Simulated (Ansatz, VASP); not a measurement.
**One calculation of MnF2, two programs**

```
Mn F
1.0
     0.00000    2.58850    2.58850
     2.58850    0.00000    2.58850
     2.58850    2.58850    0.00000
Mn F
1 2
Direct
  0.00000 0.00000 0.00000
  0.25000 0.25000 0.25000
  0.75000 0.75000 0.75000
```

Alike in both runs: task single point; functional r2SCAN; k mesh 6 × 6 × 6; occupations gaussian, width 0.05 eV; collinear spin; Hubbard terms Mn d U = 3.0 eV.

|  | VASP | Ansatz |
| --- | --- | --- |
| version | VASP 6.6.1 | Ansatz 0.2.0 |
| potentials or method | VASP PAW PBE potentials, release 64 (Mn_pv, F), cutoff 520 eV | scalar-relativistic, plane waves, PAW |
| valence electrons in the cell | 27 | 29 |

```csv
,VASP,Ansatz,Ansatz less VASP
gap on the k mesh at the Fermi level (eV),3.72,3.78,+0.062
least direct gap on the mesh (eV),3.72,3.78,+0.062
pressure (GPa),-0.2,0.6,+0.80
net moment per atom (μB),1.67,1.67,0.000
size of the moment on the site where the two differ most (μB),4.71,4.42,-0.298
```

VASP's potentials were made for PBE, not for r2SCAN. Site moments also hang on the region over which each program counts them. The programs project onto different local orbitals, so the same U acts differently, and such runs can settle in different states. VASP's potentials hold 27 valence electrons a cell and Ansatz's 29, so a difference there can come from the potentials and not from the codes. Ansatz's warnings: stability check not made.
